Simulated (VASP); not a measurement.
# TiAl3 (Cm) in VASP: single point with PBE

Aim: the single point of TiAl3 with PBE.

Everything below comes from runs of VASP 6.6.1. Logs are shortened: lines on timing, memory, paths and dates and some standing lists are left out, and cuts for length are marked.

### 1 The cell of the first run

It takes space group Cm (No. 8, monoclinic). The conventional cell has a = 9.441 Å, b = 3.845 Å, c = 3.845 Å, α = 90.00°, β = 114.03°, γ = 90.00°. Within 3.6 Å of Ti (site symmetry m) lie 12 Al at 2.72 to 2.99 Å. Within 3.6 Å of Al (site symmetry m) lie 4 Ti at 2.72 Å and 8 Al at 2.75 to 3.03 Å. Al (site symmetry m) has 8 Al at 2.72 to 3.03 Å and 4 Ti at 2.85 to 2.99 Å within 3.6 Å. Within 3.6 Å of Al (site symmetry m) lie 8 Al at 2.72 to 2.96 Å and 4 Ti at 2.79 to 2.93 Å.

### 2 Single point, PBE (atoms displaced along several vibrational modes)

The input, INCAR:

```
  PREC = Accurate
  ENCUT = 520
  EDIFF = 1E-7
  ISMEAR = 0
  SIGMA = 0.15
  LREAL = False
  LASPH = True
  NELM = 80
  ALGO = Fast
  ISIF = 2
  LWAVE = False
  LCHARG = True
  GGA = PE
  LELF = True
  LVHAR = True
  NBANDS = 18
```

The input, KPOINTS:

```
regular mesh
0
Gamma
  14 14 14
```

The input, POSCAR:

```
TiAl3
1.0
   -1.9225789803      1.9225789803      4.3111351100
    1.9225789803     -1.9225789803      4.3111351100
    1.9225789803      1.9225789803     -4.3111351100
Ti Al
1 3
Direct
    0.0060467121     -0.0046160205     -0.0106627326
    0.4888660414      0.4782907846     -0.0105752567
    0.7502033495      0.2649491676      0.5147458181
    0.2502033495      0.7649491676      0.5147458181
```

Potentials or basis: VASP PAW PBE potentials, release 64 (Ti_sv, Al).

On the command line:

```console
$ cat potpaw_PBE.64/Ti_sv/POTCAR potpaw_PBE.64/Al/POTCAR > POTCAR
$ mpirun -np 1 vasp_std > vasp.out
```

OUTCAR:

```text
PREC = Accurate
   ENCUT = 520
   EDIFF = 1E-7
   ISMEAR = 0
   LREAL = False
   LASPH = True
   NELM = 80
   ISIF = 2
   GGA = PE

 ion  position               nearest neighbor table
   1  0.006  0.995  0.989-   2 2.72   2 2.72   2 2.72   2 2.72   4 2.79   3 2.85   3 2.85   3 2.86
                             4 2.92   4 2.93   4 2.93   3 2.99
   2  0.489  0.478  0.989-   1 2.72   1 2.72   1 2.72   1 2.72   4 2.75   3 2.82   3 2.82   4 2.88
                             3 2.90   4 2.96   4 2.96   3 3.03
   3  0.750  0.265  0.515-   4 2.72   4 2.72   4 2.72   4 2.72   2 2.82   2 2.82   1 2.85   1 2.85
                             1 2.86   2 2.90   1 2.99   2 3.03
   4  0.250  0.765  0.515-   3 2.72   3 2.72   3 2.72   3 2.72   2 2.75   1 2.79   2 2.88   1 2.92
                             1 2.93   1 2.93   2 2.96   2 2.96

  LATTYP: Found a body centered tetragonal cell.
 ALAT       =     3.8451579606
 C/A-ratio  =     2.2423708748

  Lattice vectors:

 A1 = (  -1.9225789803,   1.9225789803,   4.3111351100)
 A2 = (   1.9225789803,  -1.9225789803,   4.3111351100)
 A3 = (   1.9225789803,   1.9225789803,  -4.3111351100)

Analysis of symmetry for initial positions (statically):
=====================================================================
 Subroutine PRICEL returns:
 Original cell was already a primitive cell.

 Routine SETGRP: Setting up the symmetry group for a
 body centered tetragonal supercell.

 Subroutine GETGRP returns: Found  2 space group operations
 (whereof  2 operations were pure point group operations)
 out of a pool of 16 trial point group operations.

The static configuration has the point symmetry C_1h.

Analysis of symmetry for dynamics (positions and initial velocities):
=====================================================================
 Subroutine PRICEL returns:
 Original cell was already a primitive cell.

 Routine SETGRP: Setting up the symmetry group for a
 body centered tetragonal supercell.

 Subroutine GETGRP returns: Found  2 space group operations
 (whereof  2 operations were pure point group operations)
 out of a pool of 16 trial point group operations.

The dynamic configuration has the point symmetry C_1h.

 Subroutine INISYM returns: Found  2 space group operations
 (whereof  2 operations are pure point group operations),
 and found     1 'primitive' translations

----------------------------------------------------------------------------------------

                                     Primitive cell

  volume of cell :      63.7412

  direct lattice vectors                    reciprocal lattice vectors
    -1.922578980  1.922578980  4.311135110     0.000000000  0.260067339  0.115978736
     1.922578980 -1.922578980  4.311135110     0.260067339  0.000000000  0.115978736
     1.922578980  1.922578980 -4.311135110     0.260067339  0.260067339  0.000000000

  length of vectors
     5.096911399  5.096911399  5.096911399     0.284756191  0.284756191  0.367790758

  position of ions in fractional coordinates (direct lattice)
     0.006046712  0.995383979  0.989337267
     0.488866041  0.478290785  0.989424743
     0.750203349  0.264949168  0.514745818
     0.250203349  0.764949168  0.514745818

  ion indices of the primitive-cell ions
   primitive index   ion index
                 1           1
                 2           2
                 3           3
                 4           4

----------------------------------------------------------------------------------------

 KPOINTS: regular mesh

Automatic generation of k-mesh.
 Grid dimensions read from file:
 generate k-points for:   14   14   14

 Generating k-lattice:

  Cartesian coordinates                     Fractional coordinates (reciprocal lattice)
     0.000000000  0.018576239  0.008284195     0.071428571  0.000000000  0.000000000
     0.018576239  0.000000000  0.008284195     0.000000000  0.071428571  0.000000000
     0.018576239  0.018576239  0.000000000     0.000000000  0.000000000  0.071428571

  Length of vectors
     0.020339728  0.020339728  0.026270768

  Shift w.r.t. Gamma in fractional coordinates (k-lattice)
     0.000000000  0.000000000  0.000000000

 Subroutine IBZKPT returns following result:
 ===========================================

 Found    744 irreducible k-points:

 Following reciprocal coordinates:
            Coordinates               Weight
  0.000000  0.000000  0.000000      1.000000
  0.071429  0.000000  0.000000      4.000000
  0.000000  0.071429  0.000000      2.000000
  0.071429  0.000000 -0.071429      2.000000
  0.142857  0.000000 -0.000000      4.000000
  0.000000  0.142857 -0.000000      2.000000
[... 16 lines left out ...]
  0.071429  0.071429 -0.000000      4.000000
  0.071429  0.071429 -0.142857      4.000000
 [... further k-points ...]
   k-points           NKPTS =    744   k-points in BZ     NKDIM =    744   number of bands    NBANDS=     18
   number of dos      NEDOS =    301   number of ions     NIONS =      4
   total plane-waves  NPLWV =  64000
   dimension x,y,z NGX =    40 NGY =   40 NGZ =   40
   dimension x,y,z NGXF=    80 NGYF=   80 NGZF=   80
   ions per type =               1   3
   NGX,Y,Z   is equivalent  to a cutoff of  13.05, 13.05, 13.05 a.u.
   NGXF,Y,Z  is equivalent  to a cutoff of  26.09, 26.09, 26.09 a.u.
 SYSTEM =  unknown system
   PREC   = accura    normal or accurate (medium, high low for compatibility)
   ISTART =      0    job   : 0-new  1-cont  2-samecut
   ICHARG =      2    charge: 1-file 2-atom 10-const
   ISPIN  =      1    spin polarized calculation?
   LNONCOLLINEAR =      F non collinear calculations
   LSORBIT =      F    spin-orbit coupling
   LASPH  =      T    aspherical Exc in radial PAW
   ENCUT  =  520.0 eV  38.22 Ry    6.18 a.u.   9.48  9.48  9.48*2*pi/ulx,y,z
   NELM   =     80;   NELMIN=  2; NELMDL= -5     # of ELM steps
   EDIFF  = 0.1E-06   stopping-criterion for ELM
   LREAL  =      F    real-space projection
   EDIFFG = 0.1E-05   stopping-criterion for IOM
   NSW    =      0    number of steps for IOM
   IBRION =     -1    ionic relax: 0-MD 1-quasi-New 2-CG
   NFREE  =      0    steps in history (QN), initial steepest desc. (CG)
   ISIF   =      2    stress and relaxation
   ISYM   =      2    0-nonsym 1-usesym 2-fastsym
   POTIM  = 0.5000    time-step for ionic-motion
   TEBEG  =    0.0;   TEEND  =   0.0 temperature during run
   PSTRESS=    0.0 pullay stress
   NELECT =      21.0000    total number of electrons
   NUPDOWN=      -1.0000    fix difference up-down
   EMIN   =  10.00;   EMAX   =-10.00  energy-range for DOS
   EFERMI =   0.00;   METHOD = LEGACY
   ISMEAR =     0;   SIGMA  =   0.15  broadening in eV -4-tet -1-fermi 0-gaus
   EFERMI_NEDOS =   21; number of points for ismear=-14 and -15
   IALGO  =     68    algorithm
   IMIX   =      4    mixing-type and parameters
     AMIX     =   0.40;   BMIX     =  1.00
     AMIX_MAG =   1.60;   BMIX_MAG =  1.00
  volume/ion in A,a.u.               =      15.94       107.54
  Fermi-wavevector in a.u.,A,eV,Ry     =   1.130684  2.136683 17.394319  1.278446
  Thomas-Fermi vector in A             =   2.267381
   LORBIT       =      0    0 simple, 1 ext, 2 COOP (PROOUT), +10 PAW based schemes
   GGA     = PE    functional components
   LHFCALC =     F    Hartree Fock is set to
   AEXX    =    0.0000 exact exchange contribution
   IVDW    =     0    specifies the selected vdW correction
   LEPSILON=     F    determine dielectric tensor
   LRPA    =     F    only Hartree local field effects (RPA)
 non-spin polarized calculation
 RMM-DIIS sequential band-by-band and
 Gauss-broadening in eV      SIGMA  =   0.15
  energy-cutoff  :      520.00
  volume of cell :       63.74
 maximum number of plane-waves:      1746
 NGX is ok and might be reduce to    40
   NGX = 19   NGY = 19   NGZ = 19

 number of electron      21.0000002 magnetization

 Free energy of the ion-electron system (eV)
  ---------------------------------------------------
  ext. energy  EPLUGINS =         0.00000000
  ---------------------------------------------------
  free energy    TOTEN  =       -20.61683305 eV

  energy without entropy =      -20.59683136  energy(sigma->0) =      -20.60683221

 E-fermi :   8.1742     XC(G=0): -10.7164

 val. band max:        8.1729363146   @ k =  -0.2857   0.5000   0.2857
 cond. band min:       8.1742410603   @ k =  -0.3571   0.3571   0.2143
 fundamental gap:      0.0013047457
 Fermi energy:         8.1741549603

 k-point     1 :       0.0000    0.0000    0.0000
  band No.  band energies     occupation
      1     -48.3301      2.00000
      2     -24.6424      2.00000
      3     -24.6415      2.00000
      4     -24.5656      2.00000
      5      -1.8658      2.00000
      6       5.3007      2.00000
[... 10 lines left out ...]
     17      11.9007      0.00000
     18      11.9541      0.00000

 k-point     2 :       0.0714    0.0000    0.0000
  band No.  band energies     occupation
      1     -48.3300      2.00000
      2     -24.6428      2.00000
      3     -24.6423      2.00000
      4     -24.5655      2.00000
      5      -1.8029      2.00000
      6       5.0063      2.00000
[... 10 lines left out ...]
     17      11.9757      0.00000
     18      12.2836      0.00000

 k-point     3 :       0.0000    0.0714    0.0000
  band No.  band energies     occupation
      1     -48.3300      2.00000
      2     -24.6437      2.00000
      3     -24.6414      2.00000
      4     -24.5655      2.00000
      5      -1.8029      2.00000
      6       5.0062      2.00000
[... 10 lines left out ...]
     17      11.9200      0.00000
     18      12.3235      0.00000

 k-point     4 :       0.0714    0.0000   -0.0714
  band No.  band energies     occupation
      1     -48.3300      2.00000
      2     -24.6437      2.00000
      3     -24.6414      2.00000
      4     -24.5655      2.00000
      5      -1.8029      2.00000
      6       5.0063      2.00000
[... 375 lines left out ...]
      4     -24.5644      2.00000
      5       0.8492      2.00000
      6       1.2559      2.00000
[... 10 lines left out ...]
     17      12.5975      0.00000
     18      13.6842      0.00000

 k-point    23 :       0.0714    0.0714   -0.0000
  band No.  band energies     occupation
      1     -48.3300      2.00000
      2     -24.6436      2.00000
      3     -24.6427      2.00000
      4     -24.5655      2.00000
      5      -1.7197      2.00000
      6       4.6166      2.00000
[... 10 lines left out ...]
     17      12.2122      0.00000
     18      12.4876      0.00000

 k-point    24 :       0.0714    0.0714   -0.1429
  band No.  band energies     occupation
      1     -48.3300      2.00000
      2     -24.6436      2.00000
      3     -24.6427      2.00000
      4     -24.5655      2.00000
      5      -1.7197      2.00000
      6       4.6165      2.00000
[... 10 lines left out ...]
     17      12.2074      0.00000
     18      12.4921      0.00000

 [... further k-points ...]
[... 5 lines left out ...]
  --------------------------------------------------------------------------------------
  -------------------------------------------------------------------------------------
  Total        0.1604594      0.0679517      0.2060040      0.0000000      0.0000000      0.0431737
  in kB        4.0332549      1.7080114      5.1780506      0.0000000      0.0000000      1.0852012
  external PRESSURE =       3.6397723 kB  Pullay stress =       0.0000000 kB

 VOLUME and BASIS-vectors are now :
 -----------------------------------------------------------------------------
  energy-cutoff  :      520.00
  volume of cell :       63.74
      direct lattice vectors                 reciprocal lattice vectors
    -1.922578980  1.922578980  4.311135110     0.000000000  0.260067339  0.115978736
     1.922578980 -1.922578980  4.311135110     0.260067339  0.000000000  0.115978736
     1.922578980  1.922578980 -4.311135110     0.260067339  0.260067339  0.000000000

 POSITION                                       TOTAL-FORCE (eV/Angst)
 -----------------------------------------------------------------------------------
      3.80416      0.00000      0.05214         0.352475      0.000000     -0.358112
      1.88192      1.92258     -0.09600         0.205970      0.000000      0.378319
      0.05670      1.92258      2.15732        -0.213372     -0.000000     -0.012391
      1.97928      0.00000      2.15732        -0.345073     -0.000000     -0.007816
 -----------------------------------------------------------------------------------
    total drift:                               -0.000056      0.000000      0.000048

  FREE ENERGIE OF THE ION-ELECTRON SYSTEM (eV)
  ---------------------------------------------------
  free  energy   TOTEN  =       -20.6168330508 eV

  energy  without entropy=      -20.5968313611  energy(sigma->0) =      -20.60683221
```

Run time: 65 min. Hardware: 1 thread of Intel Xeon 6975P-C (Granite Rapids), shared host; peak memory 0.9 GiB.

Results:

| Property | Result |
| --- | --- |
| Free energy | -20.6168 eV |
| Pressure | 0.4 GPa |
| Largest force | 0.502 eV/Å |
| Band gap on the k mesh | zero (an odd number of electrons rules out a gap without spin polarisation) |

Forces on the atoms (eV/Å):
```
Ti   0.352  0.000 -0.358
Al   0.206  0.000  0.378
Al  -0.213  0.000 -0.012
Al  -0.345  0.000 -0.008
```

Caveat: the cell differs from its parent crystal (atoms displaced along several vibrational modes).
